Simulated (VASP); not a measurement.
The system is TiO2.

```
Ti O
1.0
     2.68055   -2.72841   -0.06174
     2.67526    2.72312   -0.05440
    -2.70909    0.00908    4.80528
Ti O
2 4
Cartesian
  1.9811 2.0046 1.0811
  0.6959 -1.9785 3.5700
  -0.6118 -0.6903 3.2107
  3.4529 0.7311 1.4529
  2.1277 -0.7749 3.9719
  0.6326 0.7775 0.8160
```

Base run:

- Program: VASP 6.6.1
- Functional: r2SCAN
- Potentials or basis: VASP PAW PBE potentials, release 64 (Ti_sv, O)
- Cutoff: 520 eV
- k mesh: 6 × 6 × 6
- Occupations: gaussian, width 0.02 eV
- Spin: no spin polarisation

Its results: band gap on the k mesh 2.58 eV, indirect (least direct gap 3.00 eV); pressure -1.4 GPa; largest force 1.984 eV/Å.

After a change of settings the same cell gave: band gap on the k mesh 2.34 eV; pressure 17.5 GPa; largest force 7.407 eV/Å. Which change was it?
A. k mesh from 6 × 6 × 6 to 2 × 2 × 2; further incar settings from ALGO = Normal; EDIFF = 1e-06; NBANDS = 33 to ALGO = Normal; EDIFF = 1e-07; NBANDS = 33
B. potentials or basis from VASP PAW PBE potentials, release 64 (Ti_sv, O) to VASP PAW PBE potentials, release 64 (Ti_sv, O_h); cutoff from 520 eV to 910 eV; k mesh from 6 × 6 × 6 to 2 × 2 × 2
C. k mesh from 6 × 6 × 6 to 1 × 1 × 1
D. further incar settings from ALGO = Normal; EDIFF = 1e-06; NBANDS = 33 to ALGO = Normal; EDIFF = 1e-07; NBANDS = 33

C.

Caveats: some runs use coarse meshes; the PAW data sets were made with another functional, which shifts forces and pressure a little.
